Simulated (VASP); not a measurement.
# Al6N (P-3m1) in VASP: a series of runs, part 2 of 2

VASP 6.6.1.

**4. Single point, PBE**

This run uses another cell than the first one, of 14.35 Å³/atom, 0.995 times its volume.

Input file INCAR:

```
SYSTEM = Al6N
PREC = Accurate
ENCUT = 520
EDIFF = 1E-6
ISMEAR = 0
SIGMA = 0.1
LREAL = .FALSE.
LASPH = .TRUE.
NELM = 100
ALGO = Normal
ISIF = 2
LWAVE = .FALSE.
LCHARG = .FALSE.
GGA = PE
NBANDS = 20
```

Input file KPOINTS:

```
regular mesh
0
G
  12 12 4
  0 0 0
```

Input file POSCAR:

```
Al6N
1.0
    2.8930108655      0.0000000000      0.0000000000
   -1.4465054328      2.5054209030      0.0000000000
    0.0000000000      0.0000000000     13.8627958608
Al N
6 1
Direct
    0.3333333333      0.6666666667      0.0873375006
    0.6666666667      0.3333333333      0.9126624994
    0.6666666667      0.3333333333      0.4161411815
    0.3333333333      0.6666666667      0.5838588185
    0.0000000000      0.0000000000      0.7474711848
    0.0000000000      0.0000000000      0.2525288152
    0.0000000000      0.0000000000      0.0000000000
```

Potentials or basis: VASP PAW PBE potentials, release 64 (Al, N).

On the command line:

```console
> cat potpaw_PBE.64/Al/POTCAR potpaw_PBE.64/N/POTCAR > POTCAR
> mpirun -np 1 vasp_std > vasp.out
```

OUTCAR:

```text
SYSTEM = Al6N
   PREC = Accurate
   ENCUT = 520
   EDIFF = 1E-6
   ISMEAR = 0
   LREAL = .FALSE.
   LASPH = .TRUE.
   NELM = 100
   ISIF = 2
   GGA = PE

 ion  position               nearest neighbor table
   1  0.333  0.667  0.087-   7 2.06   7 2.06   7 2.06   6 2.83   6 2.83   6 2.83   2 2.94   2 2.94
                             2 2.94
   2  0.667  0.333  0.913-   7 2.06   7 2.06   7 2.06   5 2.83   5 2.83   5 2.83   1 2.94   1 2.94
                             1 2.94
   3  0.667  0.333  0.416-   6 2.82   6 2.82   6 2.82   4 2.86   4 2.86   4 2.86
   4  0.333  0.667  0.584-   5 2.82   5 2.82   5 2.82   3 2.86   3 2.86   3 2.86
   5  0.000  0.000  0.747-   4 2.82   4 2.82   4 2.82   2 2.83   2 2.83   2 2.83
   6  0.000  0.000  0.253-   3 2.82   3 2.82   3 2.82   1 2.83   1 2.83   1 2.83
   7  0.000  0.000  0.000-   1 2.06   2 2.06   2 2.06   1 2.06   2 2.06   1 2.06

  LATTYP: Found a hexagonal cell.
 ALAT       =     2.8930108655
 C/A-ratio  =     4.7918229503

  Lattice vectors:

 A1 = (   2.8930108655,   0.0000000000,   0.0000000000)
 A2 = (  -1.4465054328,   2.5054209030,   0.0000000000)
 A3 = (   0.0000000000,   0.0000000000,  13.8627958608)

Analysis of symmetry for initial positions (statically):
=====================================================================
 Subroutine PRICEL returns:
 Original cell was already a primitive cell.

 Routine SETGRP: Setting up the symmetry group for a
 hexagonal supercell.

 Subroutine GETGRP returns: Found 12 space group operations
 (whereof 12 operations were pure point group operations)
 out of a pool of 24 trial point group operations.

The static configuration has the point symmetry D_3d.

Analysis of symmetry for dynamics (positions and initial velocities):
=====================================================================
 Subroutine PRICEL returns:
 Original cell was already a primitive cell.

 Routine SETGRP: Setting up the symmetry group for a
 hexagonal supercell.

 Subroutine GETGRP returns: Found 12 space group operations
 (whereof 12 operations were pure point group operations)
 out of a pool of 24 trial point group operations.

The dynamic configuration has the point symmetry D_3d.

 Subroutine INISYM returns: Found 12 space group operations
 (whereof 12 operations are pure point group operations),
 and found     1 'primitive' translations

----------------------------------------------------------------------------------------

                                     Primitive cell

  volume of cell :     100.4805

  direct lattice vectors                    reciprocal lattice vectors
     2.893010865  0.000000000  0.000000000     0.345660644  0.199567266  0.000000000
    -1.446505433  2.505420903  0.000000000     0.000000000  0.399134532  0.000000000
     0.000000000  0.000000000 13.862795861     0.000000000  0.000000000  0.072135521

  length of vectors
     2.893010865  2.893010866 13.862795861     0.399134532  0.399134532  0.072135521

  position of ions in fractional coordinates (direct lattice)
     0.333333333  0.666666667  0.087337501
     0.666666667  0.333333333  0.912662499
     0.666666667  0.333333333  0.416141182
     0.333333333  0.666666667  0.583858818
[... 44 lines left out ...]
  0.166667  0.000000  0.000000      6.000000
  0.250000 -0.000000  0.000000      6.000000
  0.333333 -0.000000  0.000000      6.000000
  0.416667 -0.000000  0.000000      6.000000
[... 16 lines left out ...]
  0.166667  0.000000  0.250000      6.000000
  0.000000  0.166667  0.250000      6.000000
 [... further k-points ...]
   k-points           NKPTS =     69   k-points in BZ     NKDIM =     69   number of bands    NBANDS=     20
   number of dos      NEDOS =    301   number of ions     NIONS =      7
   total plane-waves  NPLWV =  62208
   dimension x,y,z NGX =    24 NGY =   24 NGZ =  108
   dimension x,y,z NGXF=    48 NGYF=   48 NGZF=  216
   ions per type =               6   1
   NGX,Y,Z   is equivalent  to a cutoff of  13.79, 13.79, 12.95 a.u.
   NGXF,Y,Z  is equivalent  to a cutoff of  27.58, 27.58, 25.90 a.u.
 SYSTEM =  Al6N
   PREC   = accura    normal or accurate (medium, high low for compatibility)
   ISTART =      0    job   : 0-new  1-cont  2-samecut
   ICHARG =      2    charge: 1-file 2-atom 10-const
   ISPIN  =      1    spin polarized calculation?
   LNONCOLLINEAR =      F non collinear calculations
   LSORBIT =      F    spin-orbit coupling
   LASPH  =      T    aspherical Exc in radial PAW
   ENCUT  =  520.0 eV  38.22 Ry    6.18 a.u.   5.38  5.38 25.78*2*pi/ulx,y,z
   NELM   =    100;   NELMIN=  2; NELMDL= -5     # of ELM steps
   EDIFF  = 0.1E-05   stopping-criterion for ELM
   LREAL  =      F    real-space projection
   EDIFFG = 0.1E-04   stopping-criterion for IOM
   NSW    =      0    number of steps for IOM
   IBRION =     -1    ionic relax: 0-MD 1-quasi-New 2-CG
   NFREE  =      0    steps in history (QN), initial steepest desc. (CG)
   ISIF   =      2    stress and relaxation
   ISYM   =      2    0-nonsym 1-usesym 2-fastsym
   POTIM  = 0.5000    time-step for ionic-motion
   TEBEG  =    0.0;   TEEND  =   0.0 temperature during run
   PSTRESS=    0.0 pullay stress
   NELECT =      23.0000    total number of electrons
   NUPDOWN=      -1.0000    fix difference up-down
   EMIN   =  10.00;   EMAX   =-10.00  energy-range for DOS
   EFERMI =   0.00;   METHOD = LEGACY
   ISMEAR =     0;   SIGMA  =   0.10  broadening in eV -4-tet -1-fermi 0-gaus
   EFERMI_NEDOS =   21; number of points for ismear=-14 and -15
   IALGO  =     38    algorithm
   IMIX   =      4    mixing-type and parameters
     AMIX     =   0.40;   BMIX     =  1.00
     AMIX_MAG =   1.60;   BMIX_MAG =  1.00
  volume/ion in A,a.u.               =      14.35        96.87
  Fermi-wavevector in a.u.,A,eV,Ry     =   1.001437  1.892441 13.644954  1.002876
  Thomas-Fermi vector in A             =   2.133859
   LORBIT       =      0    0 simple, 1 ext, 2 COOP (PROOUT), +10 PAW based schemes
   GGA     = PE    functional components
   LHFCALC =     F    Hartree Fock is set to
   AEXX    =    0.0000 exact exchange contribution
   IVDW    =     0    specifies the selected vdW correction
   LEPSILON=     F    determine dielectric tensor
   LRPA    =     F    only Hartree local field effects (RPA)
 non-spin polarized calculation
 Gauss-broadening in eV      SIGMA  =   0.10
  energy-cutoff  :      520.00
  volume of cell :      100.48
 maximum number of plane-waves:      2775
 NGX is ok and might be reduce to    24
   NGX = 11   NGY = 11   NGZ = 51

 number of electron      23.0000000 magnetization

 Free energy of the ion-electron system (eV)
  ---------------------------------------------------
  ext. energy  EPLUGINS =         0.00000000
  ---------------------------------------------------
  free energy    TOTEN  =       -32.11079961 eV

  energy without entropy =      -32.10335900  energy(sigma->0) =      -32.10707931

 E-fermi :   8.5724     XC(G=0): -10.5039

 val. band max:        8.5501376162   @ k =   0.0000   0.4167   0.2500
 cond. band min:       8.5941498783   @ k =   0.4167   0.1667   0.2500
 fundamental gap:      0.0440122621
 Fermi energy:         8.5724483761

 k-point     1 :       0.0000    0.0000    0.0000
  band No.  band energies     occupation
      1      -9.6494      2.00000
      2      -2.2373      2.00000
      3      -2.2354      2.00000
      4      -0.5399      2.00000
      5      -0.3832      2.00000
      6       2.7167      2.00000
[... 541 lines left out ...]
     19      16.1966      0.00000
     20      16.5967      0.00000

 [... further k-points ...]

------------------------ aborting loop because EDIFF is reached ----------------------------------------

  FORCE on cell =-STRESS in cart. coord.  units (eV):
  Direction    XX          YY          ZZ          XY          YZ          ZX
  --------------------------------------------------------------------------------------
  -------------------------------------------------------------------------------------
  Total       -0.0371816     -0.0371816     -0.0752465      0.0000000      0.0000000     -0.0000000
  in kB       -0.5928666     -0.5928666     -1.1998173      0.0000000      0.0000000     -0.0000000
  external PRESSURE =      -0.7951835 kB  Pullay stress =       0.0000000 kB

 VOLUME and BASIS-vectors are now :
 -----------------------------------------------------------------------------
  energy-cutoff  :      520.00
  volume of cell :      100.48
      direct lattice vectors                 reciprocal lattice vectors
     2.893010865  0.000000000  0.000000000     0.345660644  0.199567266  0.000000000
    -1.446505433  2.505420903  0.000000000     0.000000000  0.399134532  0.000000000
     0.000000000  0.000000000 13.862795861     0.000000000  0.000000000  0.072135521

 POSITION                                       TOTAL-FORCE (eV/Angst)
 -----------------------------------------------------------------------------------
     -0.00000      1.67028      1.21074         0.000000      0.000000     -0.015507
      1.44651      0.83514     12.65205        -0.000000      0.000000      0.015507
      1.44651      0.83514      5.76888        -0.000000      0.000000     -0.000521
     -0.00000      1.67028      8.09392        -0.000000     -0.000000      0.000521
      0.00000      0.00000     10.36204        -0.000000     -0.000000     -0.000103
      0.00000      0.00000      3.50076         0.000000      0.000000      0.000103
      0.00000      0.00000      0.00000        -0.000000      0.000000      0.000000
 -----------------------------------------------------------------------------------
    total drift:                                0.000000      0.000000     -0.000000

  FREE ENERGIE OF THE ION-ELECTRON SYSTEM (eV)
  ---------------------------------------------------
  free  energy   TOTEN  =       -32.1107996092 eV

  energy  without entropy=      -32.1033590029  energy(sigma->0) =      -32.10707931
```

Wall time 1.9 min (1 thread of AMD EPYC 9R45 (Zen 5), shared host); peak memory 0.25 GiB.

Results:

- Free energy: -32.1108 eV
- Pressure: -0.1 GPa
- Largest force: 0.016 eV/Å

Forces on the atoms (eV/Å):
```
Al   0.000  0.000 -0.016
Al   0.000  0.000  0.016
Al   0.000  0.000 -0.001
Al   0.000  0.000  0.001
Al   0.000  0.000  0.000
Al   0.000  0.000  0.000
N    0.000  0.000  0.000
```

Levels at points of the mesh, in eV from the Fermi level:
```tsv
k point	band 9	band 10	band 11	band 12	band 13	band 14
(0.00, 0.00, 0.00)	-2.80	-1.43	-0.50	3.76	3.96	6.78
(0.50, 0.00, 0.00)	-3.33	-3.31	-2.33	-1.20	-0.10	0.15
(0.00, 0.00, 0.50)	-2.80	-2.80	1.23	2.06	4.76	6.66
(0.50, 0.00, 0.50)	-3.76	-2.54	-2.27	-1.36	-0.99	0.68
```

**5. Single point, PBE**

This run uses another cell than the first one, of 14.35 Å³/atom, 0.995 times its volume.

Input file INCAR:

```
PREC = Accurate
ENCUT = 520
EDIFF = 1E-7
ISMEAR = 0
SIGMA = 0.1
LREAL = F
LASPH = T
NELM = 80
ALGO = Normal
ISIF = 2
LWAVE = F
LCHARG = T
GGA = PE
LELF = T
LVHAR = T
NBANDS = 20
```

Input file KPOINTS:

```
Automatic mesh
0
Gamma
  12 12 4
```

POSCAR is that of step 4.

On the command line:

```console
> cat potpaw_PBE.64/Al/POTCAR potpaw_PBE.64/N/POTCAR > POTCAR
> mpirun -np 1 vasp_std > vasp.out
```

Run time: 2.3 min. Hardware: 1 thread of AMD EPYC 9R45 (Zen 5), shared host; peak memory 0.26 GiB.

It converged, with:

```
Free energy   : -32.1108 eV
Pressure      : -0.1 GPa
Largest force : 0.015 eV/Å
```

Forces in eV/Å, atoms in the order of the input:
```
Al   0.000  0.000 -0.015
Al   0.000  0.000  0.015
Al   0.000  0.000 -0.001
Al   0.000  0.000  0.001
Al   0.000  0.000  0.000
Al   0.000  0.000  0.000
N    0.000  0.000  0.000
```

Levels at points of the mesh, in eV from the Fermi level:
```tsv
k point	band 9	band 10	band 11	band 12	band 13	band 14
(0.00, 0.00, 0.00)	-2.80	-1.43	-0.50	3.76	3.96	6.78
(0.50, 0.00, 0.00)	-3.33	-3.31	-2.33	-1.20	-0.10	0.15
(0.00, 0.00, 0.50)	-2.80	-2.80	1.23	2.06	4.76	6.66
(0.50, 0.00, 0.50)	-3.76	-2.54	-2.27	-1.36	-0.99	0.68
```

**6. Single point, PBE, collinear spin, ferromagnetic start**

Input file INCAR:

```
  ALGO = Normal
  EDIFF = 1E-6
  ENCUT = 520
  GGA = PE
  ISIF = 2
  ISMEAR = 0
  ISPIN = 2
  LASPH = True
  LCHARG = True
  LELF = True
  LORBIT = 11
  LREAL = False
  LVHAR = True
  LWAVE = False
  MAGMOM = 0 0 0 0 0 0 1
  NBANDS = 24
  NELM = 150
  PREC = Accurate
  SIGMA = 0.1
```

Input file KPOINTS:

```
k-points
0
Gamma
  6 6 2
```

Input file POSCAR:

```
Al6N
1.0
    2.8873959946      0.0000000000      0.0000000000
   -1.4436979973      2.5005582821      0.0000000000
    0.0000000000      0.0000000000     13.9917526466
Al N
6 1
Direct
    0.3333333333      0.6666666667      0.0862197418
    0.6666666667      0.3333333333      0.9137802582
    0.6666666667      0.3333333333      0.4170545634
    0.3333333333      0.6666666667      0.5829454366
    0.0000000000      0.0000000000      0.7504072124
    0.0000000000      0.0000000000      0.2495927876
    0.0000000000      0.0000000000      0.0000000000
```

Potentials or basis: VASP PAW PBE potentials, release 64 (Al, N).

On the command line:

```console
> cat potpaw_PBE.64/Al/POTCAR potpaw_PBE.64/N/POTCAR > POTCAR
> mpirun -np 1 vasp_std > vasp.out
```

Wall time 82 s (1 thread of AMD EPYC 9R45 (Zen 5), shared host); peak memory 0.25 GiB.

It converged, with:

* Free energy: -32.2290 eV
* Pressure: -0.1 GPa
* Largest force: 0.019 eV/Å
* Net moment: 0.00 μB per cell
* Valence electrons inside the program's atomic spheres: Al 0.74, 0.76, 0.77; N 3.79

Forces in eV/Å, atoms in the order of the input:
```
Al   0.000  0.000  0.019
Al   0.000  0.000 -0.019
Al   0.000  0.000 -0.016
Al   0.000  0.000  0.016
Al   0.000  0.000  0.008
Al   0.000  0.000 -0.008
N    0.000  0.000  0.000
```

Levels at points of the mesh, in eV from the Fermi level:
Spin up:
```tsv
k point	band 7	band 8	band 9	band 10	band 11	band 12	band 13	band 14	band 15	band 16
(0.00, 0.00, 0.00)	-5.56	-2.73	-2.73	-1.56	-0.61	3.78	3.84	6.59	8.93	9.34
(0.50, 0.00, 0.00)	-4.11	-3.95	-3.34	-3.29	-2.26	-1.19	-0.09	0.19	1.12	3.25
(0.00, 0.00, 0.50)	-4.01	-3.12	-2.73	-2.73	1.07	1.99	4.78	6.50	9.34	9.34
(0.50, 0.00, 0.50)	-4.30	-4.11	-3.76	-2.54	-2.21	-1.35	-0.93	0.69	2.23	2.57
```
Spin down:
| k point | band 8 | band 9 | band 10 | band 11 | band 12 | band 13 | band 14 | band 15 |
| --- | --- | --- | --- | --- | --- | --- | --- | --- |
| (0.00, 0.00, 0.00) | -2.72 | -2.72 | -1.56 | -0.61 | 3.78 | 3.84 | 6.60 | 8.93 |
| (0.50, 0.00, 0.00) | -3.95 | -3.34 | -3.29 | -2.26 | -1.19 | -0.09 | 0.19 | 1.12 |
| (0.00, 0.00, 0.50) | -3.12 | -2.72 | -2.72 | 1.07 | 1.99 | 4.78 | 6.51 | 9.34 |
| (0.50, 0.00, 0.50) | -4.11 | -3.76 | -2.54 | -2.21 | -1.35 | -0.93 | 0.69 | 2.23 |

Caveat: the k points lie up to 0.42 Å⁻¹ apart.

**7. Overview**

```tsv
task	spin	cell	k mesh	cutoff (eV)	smearing	gap on the mesh (eV)	pressure (GPa)	largest force (eV/Å)
single point	off	a = 2.887, b = 2.887, c = 13.992 Å, angles 90.0, 90.0, 120.0°, 7 atoms	6 × 6 × 2	520	gaussian 0.2 eV	none	-0.1	0.02
relaxation of cell and atoms	off	relaxed from a = 2.900, b = 2.900, c = 13.650 Å, angles 90.0, 90.0, 120.0°, 7 atoms	6 × 6 × 2	600	gaussian 0.2 eV	-	0.2	0.06
single point	off	a = 2.893, b = 2.893, c = 13.863 Å, angles 90.0, 90.0, 120.0°, 7 atoms	12 × 12 × 4	520	gaussian 0.1 eV	none	-0.1	0.02
single point	collinear, ferromagnetic start	a = 2.887, b = 2.887, c = 13.992 Å, angles 90.0, 90.0, 120.0°, 7 atoms	6 × 6 × 2	520	gaussian 0.1 eV	none	-0.1	0.02
```

Alike in all rows: level PBE; potentials or basis VASP PAW PBE potentials, release 64 (Al, N).

Caveats: some runs use coarse meshes; the bands computed are all filled at some k points, so no gap is given (some runs); the relaxation stopped at a loose force limit of 0.08 eV/Å, so its end isn't a converged minimum (some runs).

Absolute energies hang on the potentials; compare differences alone.
